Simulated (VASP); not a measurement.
# BN (F-43m) in VASP: a series of runs

Runs on BN. Level: PBE. Tasks: single point.

Program: VASP 6.6.1. These are calculated values, not measurements. Logs are shortened: lines on timing, memory, paths and dates and some standing lists are left out, and cuts for length are marked.

## 1. The cell of the first run

The structure is cubic, space group F-43m (No. 216). The conventional cell has a = 3.513 Å, b = 3.513 Å, c = 3.513 Å, α = 90.00°, β = 90.00°, γ = 90.00°. Within 2.0 Å of B (site symmetry -43m) lie 4 N at 1.52 Å. Within 2.0 Å of N (site symmetry -43m) lie 4 B at 1.52 Å.

## 2. Single point, PBE (volume scaled by 0.91)

The input, INCAR:

```
PREC     = Accurate       # precision mode
ENCUT    = 520            # plane-wave cutoff, eV
EDIFF    = 1E-6           # SCF threshold, eV
ISMEAR   = 0              # smearing method
SIGMA    = 0.02           # smearing width, eV
LREAL    = False          # projectors in reciprocal space
LASPH    = True           # aspherical terms in the spheres
NELM     = 80             # most SCF steps
ALGO     = Normal         # electronic algorithm
ISIF     = 2              # what is computed and relaxed
LWAVE    = False          # write WAVECAR
LCHARG   = True           # write CHGCAR
GGA      = PE             # functional
LELF     = True           # ELF
LVHAR    = True         
NBANDS   = 11             # bands
```

The input, KPOINTS:

```
regular mesh
0
Gamma
  12 12 12
```

The input, POSCAR:

```
BN
1.0
    0.0000000000      1.7562528223      1.7562528223
    1.7562528223      0.0000000000      1.7562528223
    1.7562528223      1.7562528223      0.0000000000
B N
1 1
Direct
    0.2500000000      0.2500000000      0.2500000000
    0.5000000000      0.5000000000      0.5000000000
```

Potentials or basis: VASP PAW PBE potentials, release 64 (B, N).

Run with:

```console
cat potpaw_PBE.64/B/POTCAR potpaw_PBE.64/N/POTCAR > POTCAR
mpirun -np 1 vasp_std > vasp.out
```

OUTCAR:

```text
PREC = Accurate
   ENCUT = 520
   EDIFF = 1E-6
   ISMEAR = 0
   LREAL = False
   LASPH = True
   NELM = 80
   ISIF = 2
   GGA = PE

 ion  position               nearest neighbor table
   1  0.250  0.250  0.250-   2 1.52   2 1.52   2 1.52   2 1.52
   2  0.500  0.500  0.500-   1 1.52   1 1.52   1 1.52   1 1.52

  LATTYP: Found a face centered cubic cell.
 ALAT       =     3.5125056446

  Lattice vectors:

 A1 = (   0.0000000000,   1.7562528223,   1.7562528223)
 A2 = (   1.7562528223,   0.0000000000,   1.7562528223)
 A3 = (   1.7562528223,   1.7562528223,   0.0000000000)

Analysis of symmetry for initial positions (statically):
=====================================================================
 Subroutine PRICEL returns:
 Original cell was already a primitive cell.

 Routine SETGRP: Setting up the symmetry group for a
 face centered cubic supercell.

 Subroutine GETGRP returns: Found 24 space group operations
 (whereof 24 operations were pure point group operations)
 out of a pool of 48 trial point group operations.

The static configuration has the point symmetry T_d .

Analysis of symmetry for dynamics (positions and initial velocities):
=====================================================================
 Subroutine PRICEL returns:
 Original cell was already a primitive cell.

 Routine SETGRP: Setting up the symmetry group for a
 face centered cubic supercell.

 Subroutine GETGRP returns: Found 24 space group operations
 (whereof 24 operations were pure point group operations)
 out of a pool of 48 trial point group operations.

The dynamic configuration has the point symmetry T_d .

 Subroutine INISYM returns: Found 24 space group operations
 (whereof 24 operations are pure point group operations),
 and found     1 'primitive' translations

----------------------------------------------------------------------------------------

                                     Primitive cell

  volume of cell :      10.8341

  direct lattice vectors                    reciprocal lattice vectors
     0.000000000  1.756252822  1.756252822    -0.284697051  0.284697051  0.284697051
     1.756252822  0.000000000  1.756252822     0.284697051 -0.284697051  0.284697051
     1.756252822  1.756252822  0.000000000     0.284697051  0.284697051 -0.284697051

  length of vectors
     2.483716560  2.483716560  2.483716560     0.493109758  0.493109758  0.493109758

  position of ions in fractional coordinates (direct lattice)
     0.250000000  0.250000000  0.250000000
     0.500000000  0.500000000  0.500000000

  ion indices of the primitive-cell ions
   primitive index   ion index
                 1           1
                 2           2

----------------------------------------------------------------------------------------

 KPOINTS: regular mesh

Automatic generation of k-mesh.
 Grid dimensions read from file:
 generate k-points for:   12   12   12

 Generating k-lattice:

  Cartesian coordinates                     Fractional coordinates (reciprocal lattice)
    -0.023724754  0.023724754  0.023724754     0.083333333  0.000000000  0.000000000
     0.023724754 -0.023724754  0.023724754     0.000000000  0.083333333  0.000000000
     0.023724754  0.023724754 -0.023724754     0.000000000  0.000000000  0.083333333

  Length of vectors
     0.041092480  0.041092480  0.041092480

  Shift w.r.t. Gamma in fractional coordinates (k-lattice)
     0.000000000  0.000000000  0.000000000

 Subroutine IBZKPT returns following result:
 ===========================================

 Found     72 irreducible k-points:

 Following reciprocal coordinates:
            Coordinates               Weight
  0.000000  0.000000  0.000000      1.000000
  0.083333  0.000000  0.000000      8.000000
  0.166667  0.000000  0.000000      8.000000
  0.250000  0.000000  0.000000      8.000000
  0.333333  0.000000  0.000000      8.000000
  0.416667  0.000000  0.000000      8.000000
[... 16 lines left out ...]
  0.500000  0.166667  0.000000     24.000000
 -0.416667  0.166667  0.000000     24.000000
 [... further k-points ...]
   k-points           NKPTS =     72   k-points in BZ     NKDIM =     72   number of bands    NBANDS=     11
   number of dos      NEDOS =    301   number of ions     NIONS =      2
   total plane-waves  NPLWV =   5832
   dimension x,y,z NGX =    18 NGY =   18 NGZ =   18
   dimension x,y,z NGXF=    36 NGYF=   36 NGZF=   36
   ions per type =               1   1
   NGX,Y,Z   is equivalent  to a cutoff of  12.05, 12.05, 12.05 a.u.
   NGXF,Y,Z  is equivalent  to a cutoff of  24.10, 24.10, 24.10 a.u.
 SYSTEM =  unknown system
   PREC   = accura    normal or accurate (medium, high low for compatibility)
   ISTART =      0    job   : 0-new  1-cont  2-samecut
   ICHARG =      2    charge: 1-file 2-atom 10-const
   ISPIN  =      1    spin polarized calculation?
   LNONCOLLINEAR =      F non collinear calculations
   LSORBIT =      F    spin-orbit coupling
   LASPH  =      T    aspherical Exc in radial PAW
   ENCUT  =  520.0 eV  38.22 Ry    6.18 a.u.   4.62  4.62  4.62*2*pi/ulx,y,z
   NELM   =     80;   NELMIN=  2; NELMDL= -5     # of ELM steps
   EDIFF  = 0.1E-05   stopping-criterion for ELM
   LREAL  =      F    real-space projection
   EDIFFG = 0.1E-04   stopping-criterion for IOM
   NSW    =      0    number of steps for IOM
   IBRION =     -1    ionic relax: 0-MD 1-quasi-New 2-CG
   NFREE  =      0    steps in history (QN), initial steepest desc. (CG)
   ISIF   =      2    stress and relaxation
   ISYM   =      2    0-nonsym 1-usesym 2-fastsym
   POTIM  = 0.5000    time-step for ionic-motion
   TEBEG  =    0.0;   TEEND  =   0.0 temperature during run
   PSTRESS=    0.0 pullay stress
   NELECT =       8.0000    total number of electrons
   NUPDOWN=      -1.0000    fix difference up-down
   EMIN   =  10.00;   EMAX   =-10.00  energy-range for DOS
   EFERMI =   0.00;   METHOD = LEGACY
   ISMEAR =     0;   SIGMA  =   0.02  broadening in eV -4-tet -1-fermi 0-gaus
   EFERMI_NEDOS =   21; number of points for ismear=-14 and -15
   IALGO  =     38    algorithm
   IMIX   =      4    mixing-type and parameters
     AMIX     =   0.40;   BMIX     =  1.00
     AMIX_MAG =   1.60;   BMIX_MAG =  1.00
  volume/ion in A,a.u.               =       5.42        36.56
  Fermi-wavevector in a.u.,A,eV,Ry     =   1.479703  2.796233 29.790228  2.189520
  Thomas-Fermi vector in A             =   2.593828
   LORBIT       =      0    0 simple, 1 ext, 2 COOP (PROOUT), +10 PAW based schemes
   GGA     = PE    functional components
   LHFCALC =     F    Hartree Fock is set to
   AEXX    =    0.0000 exact exchange contribution
   IVDW    =     0    specifies the selected vdW correction
   LEPSILON=     F    determine dielectric tensor
   LRPA    =     F    only Hartree local field effects (RPA)
 non-spin polarized calculation
 Gauss-broadening in eV      SIGMA  =   0.02
  energy-cutoff  :      520.00
  volume of cell :       10.83
 maximum number of plane-waves:       303
   NGX =  9   NGY =  9   NGZ =  9

 number of electron       7.9999999 magnetization

 Free energy of the ion-electron system (eV)
  ---------------------------------------------------
  ext. energy  EPLUGINS =         0.00000000
  ---------------------------------------------------
  free energy    TOTEN  =       -17.31717413 eV

  energy without entropy =      -17.31717413  energy(sigma->0) =      -17.31717413

 E-fermi :   8.5983     XC(G=0): -13.2533

 val. band max:        8.5036798527   @ k =   0.0000   0.0000   0.0000
 cond. band min:      13.0493345885   @ k =   0.5000   0.5000   0.0000
 fundamental gap:      4.5456547359
 Fermi energy:         8.5982514851

 k-point     1 :       0.0000    0.0000    0.0000
  band No.  band energies     occupation
      1     -12.7422      2.00000
      2       8.5037      2.00000
      3       8.5037      2.00000
      4       8.5037      2.00000
      5      17.7360      0.00000
      6      17.7360      0.00000
      7      17.7360      0.00000
      8      20.2936      0.00000
      9      34.9171      0.00000
     10      37.3477      0.00000
     11      37.3477      0.00000

 k-point     2 :       0.0833    0.0000    0.0000
  band No.  band energies     occupation
      1     -12.5614      2.00000
      2       7.5356      2.00000
      3       8.3047      2.00000
      4       8.3047      2.00000
      5      18.0378      0.00000
      6      18.0378      0.00000
      7      18.0582      0.00000
      8      20.7997      0.00000
      9      34.4750      0.00000
     10      34.9799      0.00000
     11      34.9799      0.00000

 k-point     3 :       0.1667    0.0000    0.0000
  band No.  band energies     occupation
      1     -12.0244      2.00000
      2       5.3029      2.00000
      3       7.8234      2.00000
      4       7.8234      2.00000
      5      18.5856      0.00000
      6      18.7323      0.00000
      7      18.7323      0.00000
      8      22.0252      0.00000
      9      33.3263      0.00000
     10      33.3263      0.00000
     11      33.6413      0.00000

 k-point     4 :       0.2500    0.0000    0.0000
  band No.  band energies     occupation
      1     -11.1528      2.00000
      2       2.6713      2.00000
      3       7.2714      2.00000
      4       7.2714      2.00000
      5      19.0607      0.00000
      6      19.3759      0.00000
      7      19.3759      0.00000
      8      23.2515      0.00000
      9      32.9340      0.00000
     10      32.9340      0.00000
     11      33.0643      0.00000
[... 239 lines left out ...]
 k-point    22 :       0.4167    0.1667    0.0000
  band No.  band energies     occupation
      1      -9.0250      2.00000
      2      -0.2263      2.00000
      3       5.1567      2.00000
      4       5.2743      2.00000
      5      17.4308      0.00000
      6      21.9147      0.00000
      7      22.1317      0.00000
      8      23.2300      0.00000
      9      29.9934      0.00000
     10      36.4352      0.00000
     11      38.2534      0.00000

 k-point    23 :       0.5000    0.1667    0.0000
  band No.  band energies     occupation
      1      -7.9288      2.00000
      2      -1.9530      2.00000
      3       4.5215      2.00000
      4       5.3576      2.00000
      5      17.7699      0.00000
      6      21.8370      0.00000
      7      21.9436      0.00000
      8      24.6384      0.00000
      9      30.3711      0.00000
     10      36.6826      0.00000
     11      37.4577      0.00000

 k-point    24 :      -0.4167    0.1667    0.0000
  band No.  band energies     occupation
      1      -7.7106      2.00000
      2      -2.2616      2.00000
      3       4.0819      2.00000
      4       5.7038      2.00000
      5      18.2377      0.00000
      6      21.4020      0.00000
      7      21.8252      0.00000
      8      25.3465      0.00000
      9      30.6701      0.00000
     10      34.9527      0.00000
     11      36.9836      0.00000

 [... further k-points ...]
[... 5 lines left out ...]
  --------------------------------------------------------------------------------------
  -------------------------------------------------------------------------------------
  Total        2.8533562      2.8533562      2.8533562      0.0000000     -0.0000000      0.0000000
  in kB      421.9640744    421.9640744    421.9640744      0.0000000     -0.0000000      0.0000000
  external PRESSURE =     421.9640744 kB  Pullay stress =       0.0000000 kB

 VOLUME and BASIS-vectors are now :
 -----------------------------------------------------------------------------
  energy-cutoff  :      520.00
  volume of cell :       10.83
      direct lattice vectors                 reciprocal lattice vectors
     0.000000000  1.756252822  1.756252822    -0.284697051  0.284697051  0.284697051
     1.756252822  0.000000000  1.756252822     0.284697051 -0.284697051  0.284697051
     1.756252822  1.756252822  0.000000000     0.284697051  0.284697051 -0.284697051

 POSITION                                       TOTAL-FORCE (eV/Angst)
 -----------------------------------------------------------------------------------
      0.87813      0.87813      0.87813         0.000000      0.000000      0.000000
      1.75625      1.75625      1.75625        -0.000000     -0.000000     -0.000000
 -----------------------------------------------------------------------------------
    total drift:                                0.000000      0.000000     -0.000000

  FREE ENERGIE OF THE ION-ELECTRON SYSTEM (eV)
  ---------------------------------------------------
  free  energy   TOTEN  =       -17.3171741345 eV

  energy  without entropy=      -17.3171741345  energy(sigma->0) =      -17.31717413
```

It took 3.4 s on 1 thread of Intel Xeon 6975P-C (Granite Rapids), shared host; peak memory 0.12 GiB.

Results:

* Free energy: -17.3172 eV
* Pressure: 42.2 GPa
* Band gap on the k mesh: 4.55 eV, indirect (least direct gap 9.23 eV)

 A k mesh can miss the band edges.

## 3. Single point, PBE (volume scaled by 0.88)

The input, INCAR:

```
PREC = Accurate
ENCUT = 520
EDIFF = 1E-6
ISMEAR = 0
SIGMA = 0.02
LREAL = False
LASPH = True
NELM = 100
ALGO = Normal
ISIF = 2
LWAVE = False
LCHARG = False
GGA = PE
NBANDS = 11
```

KPOINTS is that of step 2.

The input, POSCAR:

```
BN
1.0
    0.0000000000      1.7367372868      1.7367372868
    1.7367372868      0.0000000000      1.7367372868
    1.7367372868      1.7367372868      0.0000000000
B N
1 1
Direct
    0.2500000000      0.2500000000      0.2500000000
    0.5000000000      0.5000000000      0.5000000000
```

Potentials or basis: VASP PAW PBE potentials, release 64 (B, N).

Run with:

```console
cat potpaw_PBE.64/B/POTCAR potpaw_PBE.64/N/POTCAR > POTCAR
mpirun -np 1 vasp_std > vasp.out
```

Run time: 3.3 s. Hardware: 1 thread of Intel Xeon 6975P-C (Granite Rapids), shared host; peak memory 0.11 GiB.

The run converged. Its results:

| Item | Value |
| --- | --- |
| Free energy | -17.2024 eV |
| Pressure | 60.7 GPa |
| Band gap on the k mesh | 4.58 eV, indirect (least direct gap 9.39 eV) |

Levels at points of the mesh, in eV from the valence-band top:
```tsv
k point	band 1	band 2	band 3	band 4	band 5	band 6	band 7	band 8	band 9
(0.00, 0.00, 0.00)	-21.66	0.00	0.00	0.00	9.39	9.39	9.39	12.37	27.08
(0.50, 0.00, 0.00)	-16.85	-11.84	-2.18	-2.18	11.36	11.36	11.77	16.49	25.28
(0.50, 0.50, 0.00)	-15.32	-9.74	-5.53	-5.53	4.58	9.90	19.84	19.84	22.95
```

 A k mesh can miss the band edges.
